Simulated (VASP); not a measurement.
# B6As (R-3m) in VASP: further runs, part 2 of 2

VASP 6.6.1.

## (3) Single point, PBEsol

File INCAR:

```
ALGO     = Normal         # electronic algorithm
EDIFF    = 1E-7           # SCF threshold, eV
ENCUT    = 520            # plane-wave cutoff, eV
GGA      = PS             # functional
ISIF     = 2              # what is computed and relaxed
ISMEAR   = 0              # smearing method
LASPH    = True           # aspherical terms in the spheres
LCHARG   = True           # write CHGCAR
LELF     = True           # ELF
LREAL    = False          # projectors in reciprocal space
LVHAR    = True         
LWAVE    = False          # write WAVECAR
NBANDS   = 36             # bands
NELM     = 100            # most SCF steps
PREC     = Accurate       # precision mode
SIGMA    = 0.01           # smearing width, eV
```

File KPOINTS:

```
k-points
0
Gamma
  6 6 6
```

File POSCAR:

```
B6As
1.0
    3.0613767659      1.7674866999      3.9478644729
   -3.0613767659      1.7674866999      3.9478644729
    0.0000000000     -3.5349733997      3.9478644730
B As
12 2
Direct
    0.0156755065      0.0156755065      0.3246630460
    0.0156755065      0.3246630460      0.0156755065
    0.8217969082      0.2725904236      0.8217969082
    0.8217969082      0.8217969082      0.2725904236
    0.2725904236      0.8217969082      0.8217969082
    0.7274095764      0.1782030918      0.1782030918
    0.1782030918      0.7274095764      0.1782030918
    0.1782030918      0.1782030918      0.7274095764
    0.9843244935      0.6753369540      0.9843244935
    0.9843244935      0.9843244935      0.6753369540
    0.6753369540      0.9843244935      0.9843244935
    0.3246630460      0.0156755065      0.0156755065
    0.6007980163      0.6007980163      0.6007980163
    0.3992019837      0.3992019837      0.3992019837
```

Potentials or basis: VASP PAW PBE potentials, release 64 (B, As).

The run is started by

```bash
> cat potpaw_PBE.64/B/POTCAR potpaw_PBE.64/As/POTCAR > POTCAR
> mpirun -np 1 vasp_std > vasp.out
```

It used 590 s of CPU time on 1 thread of AMD EPYC 7R13 Processor (Zen 3) (shared host).

Results (log left out):

```yaml
Free_energy: -97.0314 eV
Pressure: 0.6 GPa
Largest_force: 0.032 eV/Å
Band_gap_on_the_k_mesh: 2.62 eV, indirect (least direct gap 2.66 eV)
```

Forces on the atoms (eV/Å):
```
B    0.000 -0.008  0.019
B   -0.007  0.004  0.019
B    0.027 -0.015  0.008
B    0.000  0.031  0.008
B   -0.027 -0.015  0.008
B    0.027  0.015 -0.008
B   -0.027  0.015 -0.008
B    0.000 -0.031 -0.008
B    0.007 -0.004 -0.019
B    0.000  0.008 -0.019
B   -0.007 -0.004 -0.019
B    0.007  0.004  0.019
As   0.000  0.000  0.025
As   0.000  0.000 -0.025
```

Stress tensor (GPa, compression positive):
```
0.69 0.00 0.00
0.00 0.69 0.00
0.00 0.00 0.53
```

Levels at points of the mesh, in eV from the valence-band top:
| k point | band 19 | band 20 | band 21 | band 22 | band 23 | band 24 | band 25 | band 26 | band 27 | band 28 |
| --- | --- | --- | --- | --- | --- | --- | --- | --- | --- | --- |
| (0.00, 0.00, 0.00) | -1.34 | -0.21 | -0.21 | 0.00 | 0.00 | 4.45 | 4.71 | 4.71 | 5.03 | 5.93 |
| (0.50, 0.00, 0.00) | -1.50 | -1.39 | -1.29 | -1.06 | -0.04 | 2.62 | 4.18 | 4.56 | 5.11 | 5.49 |
| (0.50, 0.50, 0.00) | -1.96 | -1.54 | -0.95 | -0.72 | -0.23 | 3.38 | 4.45 | 4.73 | 5.07 | 5.23 |
| (0.50, 0.50, 0.50) | -0.82 | -0.82 | -0.79 | -0.79 | -0.06 | 2.68 | 3.74 | 3.76 | 4.59 | 4.59 |

Caveat: the PAW data sets were made with another functional, which shifts forces and pressure a little. As with any semilocal functional, this PBEsol gap is likely too small.

## (4) Single point, PBEsol

File INCAR:

```
SYSTEM = B6As
  PREC = Accurate
  ENCUT = 520
  EDIFF = 1E-7
  ISMEAR = 0
  SIGMA = 0.02
  LREAL = .FALSE.
  LASPH = .TRUE.
  NELM = 60
  ALGO = Normal
  ISIF = 2
  LWAVE = .FALSE.
  LCHARG = .FALSE.
  GGA = PS
  NBANDS = 36
```

File KPOINTS:

```
Automatic mesh
0
G
  6 6 6
  0 0 0
```

POSCAR is that of step 3.

Potentials or basis: VASP PAW PBE potentials, release 64 (B, As).

The run is started by

```bash
> cat potpaw_PBE.64/B/POTCAR potpaw_PBE.64/As/POTCAR > POTCAR
> mpirun -np 1 vasp_std > vasp.out
```

OUTCAR:

```text
SYSTEM = B6As
   PREC = Accurate
   ENCUT = 520
   EDIFF = 1E-7
   ISMEAR = 0
   LREAL = .FALSE.
   LASPH = .TRUE.
   NELM = 60
   ISIF = 2
   GGA = PS

 ion  position               nearest neighbor table
   1  0.016  0.016  0.325-  10 1.77   7 1.77   6 1.77   4 1.81   2 1.89  12 1.89
   2  0.016  0.325  0.016-   9 1.77   6 1.77   8 1.77   3 1.81   1 1.89  12 1.89
   3  0.822  0.273  0.822-   6 1.73   8 1.73  11 1.77  10 1.77   2 1.81  13 1.99
   4  0.822  0.822  0.273-   6 1.73   7 1.73   9 1.77  11 1.77   1 1.81  13 1.99
   5  0.273  0.822  0.822-   7 1.73   8 1.73   9 1.77  10 1.77  12 1.81  13 1.99
[... 1155 lines left out ...]
      direct lattice vectors                 reciprocal lattice vectors
     3.061376766  1.767486700  3.947864473     0.163325209  0.094295853  0.084433834
    -3.061376766  1.767486700  3.947864473    -0.163325209  0.094295853  0.084433834
     0.000000000 -3.534973400  3.947864473     0.000000000 -0.188591707  0.084433834

 POSITION                                       TOTAL-FORCE (eV/Angst)
 -----------------------------------------------------------------------------------
      0.00000     -1.09226      1.40550        -0.000000     -0.008410      0.019376
     -0.94593      0.54613      1.40550        -0.007284      0.004205      0.019376
      1.68133     -0.97072      7.56484         0.026586     -0.015350      0.008368
      0.00000      1.94143      7.56484        -0.000000      0.030699      0.008368
     -1.68133     -0.97072      7.56484        -0.026586     -0.015350      0.008368
      1.68133      0.97072      4.27876         0.026586      0.015350     -0.008368
     -1.68133      0.97072      4.27876        -0.026586      0.015350     -0.008368
      0.00000     -1.94143      4.27876        -0.000000     -0.030699     -0.008368
      0.94593     -0.54613     10.43810         0.007284     -0.004205     -0.019376
      0.00000      1.09226     10.43810        -0.000000      0.008410     -0.019376
     -0.94593     -0.54613     10.43810        -0.007284     -0.004205     -0.019376
      0.94593      0.54613      1.40550         0.007284      0.004205      0.019376
      0.00000      0.00000      7.11561        -0.000000      0.000000      0.025037
      0.00000      0.00000      4.72799        -0.000000     -0.000000     -0.025037
 -----------------------------------------------------------------------------------
    total drift:                               -0.000000      0.000000     -0.000000

  FREE ENERGIE OF THE ION-ELECTRON SYSTEM (eV)
  ---------------------------------------------------
  free  energy   TOTEN  =       -97.0313626052 eV

  energy  without entropy=      -97.0313626052  energy(sigma->0) =      -97.03136261
```

stdout:

```text
POSCAR found type information on POSCAR B As
 POSCAR found :  2 types and      14 ions
 scaLAPACK will be used
 -----------------------------------------------------------------------------
|                                                                             |
|                                                                             |
|     You enforced a specific xc type in the INCAR file but a different       |
|     I HOPE YOU KNOW WHAT YOU ARE DOING!                                     |
|                                                                             |
 -----------------------------------------------------------------------------

 LDA part: xc-table for (Slater+PW92), standard interpolation
 POSCAR, INCAR and KPOINTS ok, starting setup
 FFT: planning ... GRIDC
 FFT: planning ... GRID_SOFT
 FFT: planning ... GRID
 WAVECAR not read
 entering main loop
```

Run time: 6.9 min. Hardware: 1 thread of AMD EPYC 7R13 (Zen 3), shared host; peak memory 0.26 GiB.

Results:

| Item | Value |
| --- | --- |
| Free energy | -97.0314 eV |
| Pressure | 0.6 GPa |
| Largest force | 0.032 eV/Å |
| Band gap on the k mesh | 2.62 eV, indirect (least direct gap 2.66 eV) |

Forces on the atoms (eV/Å):
```
B    0.000 -0.008  0.019
B   -0.007  0.004  0.019
B    0.027 -0.015  0.008
B    0.000  0.031  0.008
B   -0.027 -0.015  0.008
B    0.027  0.015 -0.008
B   -0.027  0.015 -0.008
B    0.000 -0.031 -0.008
B    0.007 -0.004 -0.019
B    0.000  0.008 -0.019
B   -0.007 -0.004 -0.019
B    0.007  0.004  0.019
As   0.000  0.000  0.025
As   0.000  0.000 -0.025
```

Stress tensor (GPa, compression positive):
```
0.69 0.00 0.00
0.00 0.69 0.00
0.00 0.00 0.53
```

Caveat: the PAW data sets were made with another functional, which shifts forces and pressure a little. A k mesh can miss the band edges.
